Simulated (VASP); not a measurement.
# MnS (P6_3mc) in VASP: single point with PBEsol+U

Aim: the single point of MnS with PBEsol+U.

Program: VASP 6.6.1. These are calculated values, not measurements. Logs are shortened: lines on timing, memory, paths and dates and some standing lists are left out, and cuts for length are marked.

### 1 The cell of the first run

It takes space group P6_3mc (No. 186, hexagonal). The conventional cell has a = 3.976 Å, b = 3.976 Å, c = 6.432 Å, α = 90.00°, β = 90.00°, γ = 120.00°. Within 3.2 Å of Mn (site symmetry 3m) lie 4 S at 2.41 to 2.48 Å. S (site symmetry 3m) has 4 Mn at 2.41 to 2.48 Å within 3.2 Å.

### 2 Single point, PBEsol+U, collinear spin, ferromagnetic start

The input, INCAR:

```
SYSTEM = MnS
PREC = Accurate
ENCUT = 520
EDIFF = 1E-6
ISMEAR = -1
SIGMA = 0.03
LREAL = .False.
LASPH = .True.
NELM = 150
ALGO = Normal
ISIF = 2
LWAVE = .False.
LCHARG = .False.
ISPIN = 2
MAGMOM = 4.5 4.5 4.5 4.5 0 0 0 0
LORBIT = 11
LMAXMIX = 4
LDAU = .True.
LDAUTYPE = 2
LDAUL = 2 -1
LDAUU = 6.1 0
LDAUJ = 0 0
LDAUPRINT = 1
GGA = PS
NBANDS = 52
LUSENCCL = .False.
```

The input, KPOINTS:

```
Automatic mesh
0
Gamma
  6 3 3
  0 0 0
```

The input, POSCAR:

```
MnS
1.0
    3.9760013000      0.0000000000      0.0000000000
   -3.9760013000      6.8866362600      0.0000000000
    0.0000000000      0.0000000000      6.4320000000
Mn S
4 4
Direct
    0.3333333300      0.3333333300      0.0000000000
    0.3333333300      0.8333333300      0.0000000000
    0.6666666700      0.1666666700      0.5000000000
    0.6666666700      0.6666666700      0.5000000000
    0.3333333300      0.3333333300      0.3850000000
    0.3333333300      0.8333333300      0.3850000000
    0.6666666700      0.1666666700      0.8850000000
    0.6666666700      0.6666666700      0.8850000000
```

Potentials or basis: VASP PAW PBE potentials, release 64 (Mn_pv, S).

The run is started by

```bash
cat potpaw_PBE.64/Mn_pv/POTCAR potpaw_PBE.64/S/POTCAR > POTCAR
mpirun -np 1 vasp_std > vasp.out
```

OUTCAR:

```text
SYSTEM = MnS
   PREC = Accurate
   ENCUT = 520
   EDIFF = 1E-6
   ISMEAR = -1
   LREAL = .False.
   LASPH = .True.
   NELM = 150
   ISIF = 2
   ISPIN = 2
   LORBIT = 11
   GGA = PS

 ion  position               nearest neighbor table
   1  0.333  0.333  0.000-   7 2.41   7 2.41   8 2.41   5 2.48
   2  0.333  0.833  0.000-   8 2.41   8 2.41   7 2.41   6 2.48
   3  0.667  0.167  0.500-   5 2.41   5 2.41   6 2.41   7 2.48
   4  0.667  0.667  0.500-   6 2.41   6 2.41   5 2.41   8 2.48
   5  0.333  0.333  0.385-   3 2.41   3 2.41   4 2.41   1 2.48
   6  0.333  0.833  0.385-   4 2.41   4 2.41   3 2.41   2 2.48
   7  0.667  0.167  0.885-   1 2.41   1 2.41   2 2.41   3 2.48
   8  0.667  0.667  0.885-   2 2.41   2 2.41   1 2.41   4 2.48

  LATTYP: Found a simple orthorhombic cell.
 ALAT       =     3.9760013000
 B/A-ratio  =     1.6177057085
 C/A-ratio  =     1.7320508069

  Lattice vectors:

 A1 = (  -3.9760013000,   0.0000000000,   0.0000000000)
 A2 = (   0.0000000000,   0.0000000000,   6.4320000000)
 A3 = (   0.0000000000,   6.8866362600,   0.0000000000)

Analysis of symmetry for initial positions (statically):
=====================================================================
 Subroutine PRICEL returns following result:

  LATTYP: Found a hexagonal cell.
 ALAT       =     3.9760013000
 C/A-ratio  =     1.6177057085
[... 12 lines left out ...]
 Subroutine GETGRP returns: Found  4 space group operations
 (whereof  2 operations were pure point group operations)
 out of a pool of  8 trial point group operations.

The static configuration has the point symmetry C_1h.
 The point group associated with its full space group is C_2v.

Analysis of symmetry for dynamics (positions and initial velocities):
=====================================================================
 Subroutine PRICEL returns following result:

  LATTYP: Found a hexagonal cell.
 ALAT       =     3.9760013000
 C/A-ratio  =     1.6177057085
[... 12 lines left out ...]
 Subroutine GETGRP returns: Found  4 space group operations
 (whereof  2 operations were pure point group operations)
 out of a pool of  8 trial point group operations.

The dynamic configuration has the point symmetry C_1h.
 The point group associated with its full space group is C_2v.

Analysis of structural, dynamic, and magnetic symmetry:
=====================================================================
 Subroutine PRICEL returns following result:

  LATTYP: Found a hexagonal cell.
 ALAT       =     3.9760013000
 C/A-ratio  =     1.6177057085
[... 12 lines left out ...]
 Subroutine GETGRP returns: Found  4 space group operations
 (whereof  2 operations were pure point group operations)
 out of a pool of  8 trial point group operations.

The overall configuration has the point symmetry C_1h.
 The point group associated with its full space group is C_2v.

 Subroutine INISYM returns: Found  4 space group operations
 (whereof  2 operations are pure point group operations),
 and found     2 'primitive' translations

----------------------------------------------------------------------------------------

                                     Primitive cell

  volume of cell :      88.0582

  direct lattice vectors                    reciprocal lattice vectors
     3.976001300  0.000000000  0.000000000     0.251508972  0.145208773 -0.000000000
    -1.988000650  3.443318130  0.000000000     0.000000000  0.290417546  0.000000000
     0.000000000  0.000000000  6.432000000     0.000000000 -0.000000000  0.155472637

  length of vectors
     3.976001300  3.976001299  6.432000000     0.290417546  0.290417546  0.155472637

  position of ions in fractional coordinates (direct lattice)
     0.333333330  0.666666660  0.000000000
     0.666666670  0.333333340  0.500000000
     0.333333330  0.666666660  0.385000000
     0.666666670  0.333333340  0.885000000

  ion indices of the primitive-cell ions
   primitive index   ion index
                 1           1
[... 88 lines left out ...]
  Fermi-wavevector in a.u.,A,eV,Ry     =   1.237123  2.337823 20.823345  1.530473
  Thomas-Fermi vector in A             =   2.371703
   LORBIT       =     11    0 simple, 1 ext, 2 COOP (PROOUT), +10 PAW based schemes
 LDA+U is selected, type is set to LDAUTYPE =  2
   angular momentum for each species LDAUL =     2   -1
   U (eV)           for each species LDAUU =   6.1  0.0
   J (eV)           for each species LDAUJ =   0.0  0.0
   GGA     = PS    functional components
   LHFCALC =     F    Hartree Fock is set to
   AEXX    =    0.0000 exact exchange contribution
   IVDW    =     0    specifies the selected vdW correction
   LEPSILON=     F    determine dielectric tensor
   LRPA    =     F    only Hartree local field effects (RPA)
 spin polarized calculation
  energy-cutoff  :      520.00
  volume of cell :      176.12
 maximum number of plane-waves:      4786
 NGX is ok and might be reduce to    30
   NGX = 15   NGY = 29   NGZ = 23

atom =   1  type =  1  l = 2

 onsite density matrix

spin component  1
[... 116 lines left out ...]
  o =  0.0138  v =  0.0000  0.0000  0.0000  0.0000  0.0000  0.0000 -0.8551 -0.0000  0.0000 -0.5184      0.0000  0.0000  0.0000  0.0000  0.0000  0.0000  0.0000  0.0000  0.0000  0.0000
  o =  0.0138  v =  0.0000  0.0000  0.0000  0.0000  0.0000 -0.5184 -0.0000 -0.0000 -0.8551 -0.0000      0.0000  0.0000  0.0000  0.0000  0.0000  0.0000  0.0000  0.0000  0.0000  0.0000
  o =  0.0469  v =  0.0000  0.0000  0.0000  0.0000  0.0000 -0.0000 -0.0000  1.0000  0.0000  0.0000      0.0000  0.0000  0.0000  0.0000  0.0000  0.0000  0.0000  0.0000  0.0000  0.0000
  o =  0.0483  v =  0.0000  0.0000  0.0000  0.0000  0.0000  0.8551 -0.0000  0.0000 -0.5184  0.0000      0.0000  0.0000  0.0000  0.0000  0.0000  0.0000  0.0000  0.0000  0.0000  0.0000
  o =  0.0483  v =  0.0000  0.0000  0.0000  0.0000  0.0000 -0.0000 -0.5184 -0.0000  0.0000  0.8551      0.0000  0.0000  0.0000  0.0000  0.0000  0.0000  0.0000  0.0000  0.0000  0.0000
  o =  0.9399  v =  0.5290  0.0000  0.0000  0.8486  0.0000  0.0000  0.0000  0.0000  0.0000  0.0000      0.0000  0.0000  0.0000  0.0000  0.0000  0.0000  0.0000  0.0000  0.0000  0.0000
  o =  0.9399  v = -0.0000  0.8486  0.0000 -0.0000  0.5290 -0.0000 -0.0000 -0.0000 -0.0000 -0.0000      0.0000 -0.0000 -0.0000  0.0000 -0.0000  0.0000  0.0000  0.0000  0.0000  0.0000
  o =  0.9472  v =  0.0000 -0.5290 -0.0000 -0.0000  0.8486  0.0000  0.0000  0.0000  0.0000  0.0000      0.0000  0.0000  0.0000  0.0000  0.0000  0.0000  0.0000  0.0000  0.0000  0.0000
  o =  0.9472  v = -0.8486 -0.0000  0.0000  0.5290  0.0000  0.0000  0.0000  0.0000  0.0000  0.0000      0.0000  0.0000  0.0000  0.0000  0.0000  0.0000  0.0000  0.0000  0.0000  0.0000
  o =  0.9485  v =  0.0000  0.0000 -1.0000  0.0000 -0.0000  0.0000  0.0000  0.0000  0.0000  0.0000      0.0000  0.0000  0.0000  0.0000  0.0000  0.0000  0.0000  0.0000  0.0000  0.0000

 number of electron      75.9999991 magnetization      19.9999449

 Free energy of the ion-electron system (eV)
  ---------------------------------------------------
  ext. energy  EPLUGINS =         0.00000000
  ---------------------------------------------------
  free energy    TOTEN  =       -52.40259181 eV

  energy without entropy =      -52.40259181  energy(sigma->0) =      -52.40259181

 E-fermi :   4.6288     XC(G=0):  -9.4625

 val. band max:        3.8969581016   @ k =   0.0000   0.0000   0.0000
 cond. band min:       5.4455394114   @ k =   0.0000   0.0000   0.0000
 fundamental gap:      1.5485813098
 Fermi energy:         4.6288163922

 spin component 1

 k-point     1 :       0.0000    0.0000    0.0000
  band No.  band energies     occupation
      1     -46.3370      1.00000
      2     -46.3357      1.00000
      3     -46.3346      1.00000
      4     -46.3337      1.00000
      5     -46.3276      1.00000
      6     -46.3272      1.00000
[... 837 lines left out ...]
     49       7.7351      0.00000
     50       8.6548      0.00000
 Fermi energy:         4.6288163922

 spin component 2

 k-point     1 :       0.0000    0.0000    0.0000
  band No.  band energies     occupation
      1     -41.4679      1.00000
      2     -41.4660      1.00000
      3     -41.4644      1.00000
      4     -41.4633      1.00000
      5     -41.4631      1.00000
      6     -41.4627      1.00000
[... 837 lines left out ...]
     49       9.2124      0.00000
     50      10.2541      0.00000
 [bands above 50 left out]

------------------------ aborting loop because EDIFF is reached ----------------------------------------

  FORCE on cell =-STRESS in cart. coord.  units (eV):
  Direction    XX          YY          ZZ          XY          YZ          ZX
  --------------------------------------------------------------------------------------
  -------------------------------------------------------------------------------------
  Total        5.1504632      5.1504272      2.0914673      0.0000000      0.0000000      0.0000000
  in kB       46.8551323     46.8548048     19.0266336      0.0000000      0.0000000      0.0000000
  external PRESSURE =      37.5788569 kB  Pullay stress =       0.0000000 kB

 VOLUME and BASIS-vectors are now :
 -----------------------------------------------------------------------------
  energy-cutoff  :      520.00
  volume of cell :      176.12
      direct lattice vectors                 reciprocal lattice vectors
     3.976001300  0.000000000  0.000000000     0.251508972  0.145208773 -0.000000000
    -3.976001300  6.886636260  0.000000000     0.000000000  0.145208773  0.000000000
     0.000000000  0.000000000  6.432000000     0.000000000 -0.000000000  0.155472637

 POSITION                                       TOTAL-FORCE (eV/Angst)
 -----------------------------------------------------------------------------------
      0.00000      2.29555      0.00000         0.000000      0.000007      0.232231
     -1.98800      5.73886      0.00000         0.000000      0.000007      0.232231
      1.98800      1.14777      3.21600        -0.000000     -0.000007      0.232231
      0.00000      4.59109      3.21600        -0.000000     -0.000007      0.232231
      0.00000      2.29555      2.47632        -0.000000      0.000003     -0.232231
     -1.98800      5.73886      2.47632        -0.000000      0.000003     -0.232231
      1.98800      1.14777      5.69232         0.000000     -0.000003     -0.232231
      0.00000      4.59109      5.69232         0.000000     -0.000003     -0.232231
 -----------------------------------------------------------------------------------
    total drift:                               -0.000001     -0.000001      0.000683

  FREE ENERGIE OF THE ION-ELECTRON SYSTEM (eV)
  ---------------------------------------------------
  free  energy   TOTEN  =       -52.4025918133 eV

  energy  without entropy=      -52.4025918133  energy(sigma->0) =      -52.40259181

 total charge

# of ion       s       p       d       tot
------------------------------------------
    1        0.269   6.223   4.875  11.367
    2        0.269   6.223   4.875  11.367
    3        0.269   6.223   4.875  11.367
    4        0.269   6.223   4.875  11.367
    5        1.307   2.477   0.000   3.784
    6        1.307   2.477   0.000   3.784
    7        1.307   2.477   0.000   3.784
    8        1.307   2.477   0.000   3.784
--------------------------------------------------
tot          6.302  34.800  19.502  60.603

 magnetization (x)

# of ion       s       p       d       tot
------------------------------------------
    1        0.046   0.058   4.541   4.645
    2        0.046   0.058   4.541   4.645
    3        0.046   0.058   4.541   4.645
    4        0.046   0.058   4.541   4.645
    5        0.003  -0.003   0.000   0.001
    6        0.003  -0.003   0.000   0.001
    7        0.003  -0.003   0.000   0.001
    8        0.003  -0.003   0.000   0.001
--------------------------------------------------
tot          0.197   0.222  18.162  18.581
```

It took 3.3 min on 1 × NVIDIA H100 80GB with 1 thread of AMD EPYC 7R13 (Zen 3), shared host; peak memory 1.5 GiB.

What came out:

```yaml
Free_energy: -52.4026 eV
Pressure: 3.8 GPa
Largest_force: 0.232 eV/Å
Band_gap_on_the_k_mesh: 1.55 eV
Net_moment: 20.00 μB per cell
Site_moments: Mn +4.64; S +0.00 μB
Valence_electrons_inside_the_program's_atomic_spheres: Mn 11.37; S 3.78
```

Forces in eV/Å, atoms in the order of the input:
```
Mn   0.000  0.000  0.232
Mn   0.000  0.000  0.232
Mn   0.000  0.000  0.232
Mn   0.000  0.000  0.232
S    0.000  0.000 -0.232
S    0.000  0.000 -0.232
S    0.000  0.000 -0.232
S    0.000  0.000 -0.232
```

Stress tensor (GPa, compression positive):
```
4.69 0.00 0.00
0.00 4.69 0.00
0.00 0.00 1.90
```

Levels at points of the mesh, in eV from the valence-band top:
Spin up:
```csv
k point,band 46,band 47,band 48,band 49,band 50,band 51
"(0.00, 0.00, 0.00)",-0.11,0.00,0.00,1.55,3.05,3.65
"(0.50, 0.00, 0.00)",-1.54,-1.00,-1.00,3.65,3.65,4.07
```
Spin down:
| k point | band 26 | band 27 | band 28 | band 29 | band 30 | band 31 |
| --- | --- | --- | --- | --- | --- | --- |
| (0.00, 0.00, 0.00) | -2.17 | -2.17 | -1.98 | 2.15 | 2.39 | 2.49 |
| (0.50, 0.00, 0.00) | -2.49 | -2.20 | -2.20 | 2.15 | 2.15 | 2.49 |

Eigenvalues of the final occupation matrices:
| site | spin | trace | eigenvalues |
| --- | --- | --- | --- |
| site 1 d | 1 | 4.72 | 0.94 0.94 0.95 0.95 0.95 |
| site 1 d | 2 | 0.17 | 0.01 0.01 0.05 0.05 0.05 |
| site 2 d | 1 | 4.72 | 0.94 0.94 0.95 0.95 0.95 |
| site 2 d | 2 | 0.17 | 0.01 0.01 0.05 0.05 0.05 |
| site 3 d | 1 | 4.72 | 0.94 0.94 0.95 0.95 0.95 |
| site 3 d | 2 | 0.17 | 0.01 0.01 0.05 0.05 0.05 |
| site 4 d | 1 | 4.72 | 0.94 0.94 0.95 0.95 0.95 |
| site 4 d | 2 | 0.17 | 0.01 0.01 0.05 0.05 0.05 |

Caveat: the cell stands under pressure; the PAW data sets were made with another functional, which shifts forces and pressure a little; only a ferromagnetic start was run, and an antiferromagnetic order may lie lower in energy. The state reached can hang on the start; a lower one may exist.
